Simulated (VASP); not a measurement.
# W (Fmmm) in VASP: notebook

Runs on W. Level: PBE. Tasks: single point.

Everything below comes from runs of VASP 6.6.1. Logs are shortened: lines on timing, memory, paths and dates and some standing lists are left out, and cuts for length are marked.

### 1 The cell of the first run

It takes space group Fmmm (No. 69, orthorhombic). Conventional cell: a = 3.195 Å, b = 4.179 Å, c = 4.857 Å, α = 90.00°, β = 90.00°, γ = 90.00°. Within 3.5 Å of W (site symmetry mmm) lie 14 W at 2.63 to 3.20 Å.

### 2 Single point, PBE (strain -0.1500 x Voigt [0, 0, 0, 1, 0, 0])

Input file INCAR:

```
PREC     = Accurate       # precision mode
ENCUT    = 520            # plane-wave cutoff, eV
EDIFF    = 1E-7           # SCF threshold, eV
ISMEAR   = 0              # smearing method
SIGMA    = 0.15           # smearing width, eV
LREAL    = F              # projectors in reciprocal space
LASPH    = T              # aspherical terms in the spheres
NELM     = 100            # most SCF steps
ALGO     = Fast           # electronic algorithm
ISIF     = 2              # what is computed and relaxed
LWAVE    = F              # write WAVECAR
LCHARG   = F              # write CHGCAR
GGA      = PE             # functional
NBANDS   = 13             # bands
```

Input file KPOINTS:

```
Automatic mesh
0
Gamma
  20 20 20
```

Input file POSCAR:

```
W
1.0
   -1.5973000000      1.4775025000      1.4775025000
    1.5973000000     -1.7170975000      1.7170975000
    1.5973000000      1.7170975000     -1.7170975000
W
1
Direct
    0.0000000000      0.0000000000      0.0000000000
```

Potentials or basis: VASP PAW PBE potentials, release 64 (W_sv).

Run with:

```
$ cat potpaw_PBE.64/W_sv/POTCAR > POTCAR
$ mpirun -np 1 vasp_std > vasp.out
```

OUTCAR:

```text
PREC = Accurate
   ENCUT = 520
   EDIFF = 1E-7
   ISMEAR = 0
   LREAL = F
   LASPH = T
   NELM = 100
   ISIF = 2
   GGA = PE

 ion  position               nearest neighbor table
   1  0.000  0.000  0.000-

  LATTYP: Found a face centered orthorhombic cell.
 ALAT       =     3.1946000000
 B/A-ratio  =     1.3081475452
 C/A-ratio  =     1.5202795796

  Lattice vectors:

 A1 = (   0.0000000000,  -0.2395950000,   3.1946000000)
 A2 = (   1.5973000000,  -1.7170975000,   1.7170975000)
 A3 = (   1.5973000000,   1.4775025000,   1.4775025000)

Analysis of symmetry for initial positions (statically):
=====================================================================
 Subroutine PRICEL returns:
 Original cell was already a primitive cell.

 Routine SETGRP: Setting up the symmetry group for a
 face centered orthorhombic supercell.

 Subroutine GETGRP returns: Found  8 space group operations
 (whereof  8 operations were pure point group operations)
 out of a pool of  8 trial point group operations.

The static configuration has the point symmetry D_2h.

Analysis of symmetry for dynamics (positions and initial velocities):
=====================================================================
 Subroutine PRICEL returns:
 Original cell was already a primitive cell.

 Routine SETGRP: Setting up the symmetry group for a
 face centered orthorhombic supercell.

 Subroutine GETGRP returns: Found  8 space group operations
 (whereof  8 operations were pure point group operations)
 out of a pool of  8 trial point group operations.

The dynamic configuration has the point symmetry D_2h.

 Subroutine INISYM returns: Found  8 space group operations
 (whereof  8 operations are pure point group operations),
 and found     1 'primitive' translations

----------------------------------------------------------------------------------------

                                     Primitive cell

  volume of cell :      16.2095

  direct lattice vectors                    reciprocal lattice vectors
    -1.597300000  1.477502500  1.477502500     0.000000000  0.338408903  0.338408903
     1.597300000 -1.717097500  1.717097500     0.313028235  0.023609923  0.314798979
     1.597300000  1.717097500 -1.717097500     0.313028235  0.314798979  0.023609923

  length of vectors
     2.630094022  2.906581315  2.906581315     0.478582460  0.444570019  0.444570019

  position of ions in fractional coordinates (direct lattice)
     0.000000000  0.000000000  0.000000000

  ion indices of the primitive-cell ions
   primitive index   ion index
                 1           1

----------------------------------------------------------------------------------------

 KPOINTS: Automatic mesh

Automatic generation of k-mesh.
 Grid dimensions read from file:
 generate k-points for:   20   20   20

 Generating k-lattice:

  Cartesian coordinates                     Fractional coordinates (reciprocal lattice)
     0.000000000  0.016920445  0.016920445     0.050000000  0.000000000  0.000000000
     0.015651412  0.001180496  0.015739949     0.000000000  0.050000000 -0.000000000
     0.015651412  0.015739949  0.001180496     0.000000000 -0.000000000  0.050000000

  Length of vectors
     0.023929123  0.022228501  0.022228501

  Shift w.r.t. Gamma in fractional coordinates (k-lattice)
     0.000000000  0.000000000  0.000000000

 Subroutine IBZKPT returns following result:
 ===========================================

 Found   1166 irreducible k-points:

 Following reciprocal coordinates:
            Coordinates               Weight
  0.000000  0.000000  0.000000      1.000000
  0.050000  0.000000  0.000000      2.000000
  0.100000  0.000000  0.000000      2.000000
  0.150000  0.000000  0.000000      2.000000
  0.200000  0.000000  0.000000      2.000000
  0.250000  0.000000  0.000000      2.000000
[... 16 lines left out ...]
  0.050000  0.100000  0.000000      8.000000
  0.100000  0.100000  0.000000      8.000000
 [... further k-points ...]
   k-points           NKPTS =   1166   k-points in BZ     NKDIM =   1166   number of bands    NBANDS=     13
   number of dos      NEDOS =    301   number of ions     NIONS =      1
   total plane-waves  NPLWV =  11520
   dimension x,y,z NGX =    20 NGY =   24 NGZ =   24
   dimension x,y,z NGXF=    40 NGYF=   48 NGZF=   48
   ions per type =               1
   NGX,Y,Z   is equivalent  to a cutoff of  12.64, 13.73, 13.73 a.u.
   NGXF,Y,Z  is equivalent  to a cutoff of  25.28, 27.45, 27.45 a.u.
 SYSTEM =  unknown system
   PREC   = accura    normal or accurate (medium, high low for compatibility)
   ISTART =      0    job   : 0-new  1-cont  2-samecut
   ICHARG =      2    charge: 1-file 2-atom 10-const
   ISPIN  =      1    spin polarized calculation?
   LNONCOLLINEAR =      F non collinear calculations
   LSORBIT =      F    spin-orbit coupling
   LASPH  =      T    aspherical Exc in radial PAW
   ENCUT  =  520.0 eV  38.22 Ry    6.18 a.u.   4.89  5.40  5.40*2*pi/ulx,y,z
   NELM   =    100;   NELMIN=  2; NELMDL= -5     # of ELM steps
   EDIFF  = 0.1E-06   stopping-criterion for ELM
   LREAL  =      F    real-space projection
   EDIFFG = 0.1E-05   stopping-criterion for IOM
   NSW    =      0    number of steps for IOM
   IBRION =     -1    ionic relax: 0-MD 1-quasi-New 2-CG
   NFREE  =      0    steps in history (QN), initial steepest desc. (CG)
   ISIF   =      2    stress and relaxation
   ISYM   =      2    0-nonsym 1-usesym 2-fastsym
   POTIM  = 0.5000    time-step for ionic-motion
   TEBEG  =    0.0;   TEEND  =   0.0 temperature during run
   PSTRESS=    0.0 pullay stress
   NELECT =      14.0000    total number of electrons
   NUPDOWN=      -1.0000    fix difference up-down
   EMIN   =  10.00;   EMAX   =-10.00  energy-range for DOS
   EFERMI =   0.00;   METHOD = LEGACY
   ISMEAR =     0;   SIGMA  =   0.15  broadening in eV -4-tet -1-fermi 0-gaus
   EFERMI_NEDOS =   21; number of points for ismear=-14 and -15
   IALGO  =     68    algorithm
   IMIX   =      4    mixing-type and parameters
     AMIX     =   0.40;   BMIX     =  1.00
     AMIX_MAG =   1.60;   BMIX_MAG =  1.00
  volume/ion in A,a.u.               =      16.21       109.39
  Fermi-wavevector in a.u.,A,eV,Ry     =   1.559053  2.946183 33.070962  2.430647
  Thomas-Fermi vector in A             =   2.662468
   LORBIT       =      0    0 simple, 1 ext, 2 COOP (PROOUT), +10 PAW based schemes
   GGA     = PE    functional components
   LHFCALC =     F    Hartree Fock is set to
   AEXX    =    0.0000 exact exchange contribution
   IVDW    =     0    specifies the selected vdW correction
   LEPSILON=     F    determine dielectric tensor
   LRPA    =     F    only Hartree local field effects (RPA)
 non-spin polarized calculation
 RMM-DIIS sequential band-by-band and
 Gauss-broadening in eV      SIGMA  =   0.15
  energy-cutoff  :      520.00
  volume of cell :       16.21
 maximum number of plane-waves:       453
   NGX =  9   NGY = 11   NGZ = 11

 number of electron      14.0000001 magnetization

 Free energy of the ion-electron system (eV)
  ---------------------------------------------------
  ext. energy  EPLUGINS =         0.00000000
  ---------------------------------------------------
  free energy    TOTEN  =       -12.79187529 eV

  energy without entropy =      -12.78644356  energy(sigma->0) =      -12.78915943

 E-fermi :  11.1900     XC(G=0): -13.4981

 val. band max:       11.1882889380   @ k =   0.0500  -0.0500   0.0500
 cond. band min:      11.1954549525   @ k =   0.2000  -0.1500   0.1000
 fundamental gap:      0.0071660145
 Fermi energy:        11.1899821167

 k-point     1 :       0.0000    0.0000    0.0000
  band No.  band energies     occupation
      1     -63.0950      2.00000
      2     -26.9046      2.00000
      3     -26.6198      2.00000
      4     -26.4467      2.00000
      5       1.6353      2.00000
      6       8.6318      2.00000
      7       9.3489      2.00000
      8      11.2139      0.82145
      9      13.4557      0.00000
     10      14.1101      0.00000
     11      24.2766      0.00000
     12      25.7342      0.00000
     13      27.0751      0.00000

 k-point     2 :       0.0500    0.0000    0.0000
  band No.  band energies     occupation
      1     -63.0900      2.00000
      2     -26.9026      2.00000
      3     -26.6382      2.00000
      4     -26.4901      2.00000
      5       1.7762      2.00000
      6       8.7775      2.00000
      7       9.4162      2.00000
      8      11.0996      1.60595
      9      13.3987      0.00000
     10      13.8258      0.00000
     11      24.4867      0.00000
     12      25.9897      0.00000
     13      27.4675      0.00000

 k-point     3 :       0.1000    0.0000    0.0000
  band No.  band energies     occupation
      1     -63.0754      2.00000
      2     -26.8966      2.00000
      3     -26.6913      2.00000
      4     -26.6147      2.00000
      5       2.1856      2.00000
      6       9.2111      2.00000
      7       9.6104      2.00000
      8      10.7843      1.99987
      9      13.1045      0.00000
     10      13.2501      0.00000
     11      25.0627      0.00000
     12      26.7256      0.00000
     13      28.4668      0.00000
[... 305 lines left out ...]
 k-point    23 :       0.0500    0.1000    0.0000
  band No.  band energies     occupation
      1     -63.0680      2.00000
      2     -26.9363      2.00000
      3     -26.8179      2.00000
      4     -26.5502      2.00000
      5       2.4899      2.00000
      6       8.9265      2.00000
      7       9.8401      2.00000
      8      10.7694      1.99993
      9      12.9554      0.00000
     10      13.5095      0.00000
     11      25.3174      0.00000
     12      27.3024      0.00000
     13      28.5781      0.00000

 k-point    24 :       0.1000    0.1000    0.0000
  band No.  band energies     occupation
      1     -63.0463      2.00000
      2     -27.0088      2.00000
      3     -26.9020      2.00000
      4     -26.6408      2.00000
      5       3.0983      2.00000
      6       9.1894      2.00000
      7       9.9784      2.00000
      8      10.8252      1.99942
      9      12.2931      0.00000
     10      13.3611      0.00000
     11      25.9813      0.00000
     12      27.9486      0.00000
     13      29.4205      0.00000

 [... further k-points ...]

------------------------ aborting loop because EDIFF is reached ----------------------------------------

  FORCE on cell =-STRESS in cart. coord.  units (eV):
  Direction    XX          YY          ZZ          XY          YZ          ZX
  --------------------------------------------------------------------------------------
  -------------------------------------------------------------------------------------
  Total        0.4796068      0.2529960      0.2529960      0.0000000      2.2583350      0.0000000
  in kB       47.4052291     25.0065968     25.0065968      0.0000000    223.2180374      0.0000000
  external PRESSURE =      32.4728076 kB  Pullay stress =       0.0000000 kB

 VOLUME and BASIS-vectors are now :
 -----------------------------------------------------------------------------
  energy-cutoff  :      520.00
  volume of cell :       16.21
      direct lattice vectors                 reciprocal lattice vectors
    -1.597300000  1.477502500  1.477502500     0.000000000  0.338408903  0.338408903
     1.597300000 -1.717097500  1.717097500     0.313028235  0.023609923  0.314798979
     1.597300000  1.717097500 -1.717097500     0.313028235  0.314798979  0.023609923

 POSITION                                       TOTAL-FORCE (eV/Angst)
 -----------------------------------------------------------------------------------
      0.00000      0.00000      0.00000        -0.000000      0.000000      0.000000
 -----------------------------------------------------------------------------------
    total drift:                               -0.000000      0.000000     -0.000000

  FREE ENERGIE OF THE ION-ELECTRON SYSTEM (eV)
  ---------------------------------------------------
  free  energy   TOTEN  =       -12.7918752937 eV

  energy  without entropy=      -12.7864435646  energy(sigma->0) =      -12.78915943
```

It took 9.9 min on 1 thread of Intel Xeon 8259CL, shared host; peak memory 0.34 GiB.

Results:

| Property | Result |
| --- | --- |
| Free energy | -12.7919 eV |
| Pressure | 3.2 GPa |
| Band gap on the k mesh | zero (bands 7 and 8 overlap by 4.38 eV) |

Stress tensor (GPa, compression positive):
```
 4.74  0.00  0.00
 0.00  2.50 22.32
 0.00 22.32  2.50
```

Caveat: the cell differs from its parent crystal (strain -0.1500 x Voigt [0, 0, 0, 1, 0, 0]); the cell stands under pressure; spin-orbit coupling is left out, which moves the levels of the heavy elements.

### 3 Single point, PBE (strain +0.1312 x Voigt [0, 0, 0, 1, 0, 0])

Input file INCAR:

```
SYSTEM = W
PREC     = Accurate       ! precision mode
ENCUT    = 520            ! plane-wave cutoff, eV
EDIFF    = 1E-6           ! SCF threshold, eV
ISMEAR   = 0              ! smearing method
SIGMA    = 0.15           ! smearing width, eV
LREAL    = .False.        ! projectors in reciprocal space
LASPH    = .True.         ! aspherical terms in the spheres
NELM     = 100            ! most SCF steps
ALGO     = Fast           ! electronic algorithm
ISIF     = 2              ! what is computed and relaxed
LWAVE    = .False.        ! write WAVECAR
LCHARG   = .False.        ! write CHGCAR
GGA      = PE             ! functional
NBANDS   = 13             ! bands
```

Input file KPOINTS:

```
Automatic mesh
0
Gamma
  20 20 20
  0 0 0
```

Input file POSCAR:

```
W
1.0
   -1.5973000000      1.7020828800      1.7020828800
    1.5973000000     -1.4925171200      1.4925171200
    1.5973000000      1.4925171200     -1.4925171200
W
1
Direct
    0.0000000000      0.0000000000      0.0000000000
```

Potentials or basis: VASP PAW PBE potentials, release 64 (W_sv).

Run with:

```
$ cat potpaw_PBE.64/W_sv/POTCAR > POTCAR
$ mpirun -np 1 vasp_std > vasp.out
```

Run time: 5.1 min. Hardware: 1 thread of Intel Xeon 8259CL, shared host; peak memory 0.33 GiB.

The run converged. Its results:

| Quantity | Value |
| --- | --- |
| Free energy | -12.8320 eV |
| Pressure | 1.8 GPa |
| Band gap on the k mesh | zero (bands 7 and 8 overlap by 4.54 eV) |

Stress tensor (GPa, compression positive):
```
  2.98   0.00   0.00
  0.00   1.27 -19.39
  0.00 -19.39   1.27
```

Levels at points of the mesh, in eV from the Fermi level:
| k point | band 3 | band 4 | band 5 | band 6 | band 7 | band 8 | band 9 | band 10 | band 11 | band 12 |
| --- | --- | --- | --- | --- | --- | --- | --- | --- | --- | --- |
| (0.00, 0.00, 0.00) | -37.81 | -37.66 | -9.54 | -2.38 | -1.71 | -0.12 | 2.25 | 2.77 | 13.26 | 14.52 |
| (0.50, 0.00, 0.00) | -38.03 | -37.70 | -6.36 | -3.93 | -0.43 | 3.06 | 3.91 | 5.16 | 8.95 | 12.49 |
| (0.00, 0.50, 0.00) | -38.29 | -37.76 | -6.14 | -3.61 | 0.59 | 2.17 | 2.95 | 5.50 | 11.05 | 11.14 |
| (0.00, 0.50, 0.50) | -38.47 | -37.99 | -6.13 | -3.25 | 1.38 | 1.71 | 1.86 | 6.94 | 10.50 | 12.48 |
| (0.50, 0.50, 0.50) | -38.75 | -38.49 | -5.81 | -5.60 | 3.55 | 4.65 | 6.43 | 7.46 | 7.99 | 8.96 |

Caveat: the cell differs from its parent crystal (strain +0.1312 x Voigt [0, 0, 0, 1, 0, 0]); spin-orbit coupling is left out, which moves the levels of the heavy elements.

(Part 1 of 2 ends here.)
